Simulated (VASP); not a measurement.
Cu, 4 atoms in the cell. The structure is hexagonal, space group P6_3/mmc (No. 194). The conventional cell has a = 2.531 Å, b = 2.531 Å, c = 8.262 Å, α = 90.00°, β = 90.00°, γ = 120.00°. Cu (site symmetry -3m) has 12 Cu at 2.53 Å within 3.3 Å. Cu (site symmetry -6m2) has 12 Cu at 2.53 Å within 3.3 Å. 

- Program: VASP 6.6.1
- Task: single point
- Functional: LDA
- Potentials or basis: VASP PAW LDA potentials, release 64 (Cu)
- Cutoff: 520 eV
- k mesh: 10 × 10 × 3
- Occupations: methfessel-paxton, width 0.1 eV
- Spin: no spin polarisation
- Dipole correction: no
- Further INCAR settings: ALGO = Normal; EDIFF = 1e-06; NBANDS = 30

Potentials or basis: VASP PAW LDA potentials, release 64 (Cu).

Command:

```bash
$ cat potpaw_LDA.64/Cu/POTCAR > POTCAR
$ mpirun -np 1 vasp_std > vasp.out
```

Hardware: 1 thread of Intel(R) Xeon(R) 6975P-C (Granite Rapids) (shared host).

Q: Estimate the wall time of this run.

A: Wall time 20 s on 1 thread of Intel(R) Xeon(R) 6975P-C (Granite Rapids), on a shared host, peak memory 0.15 GiB. Counts: scf iterations 14, k points 28.
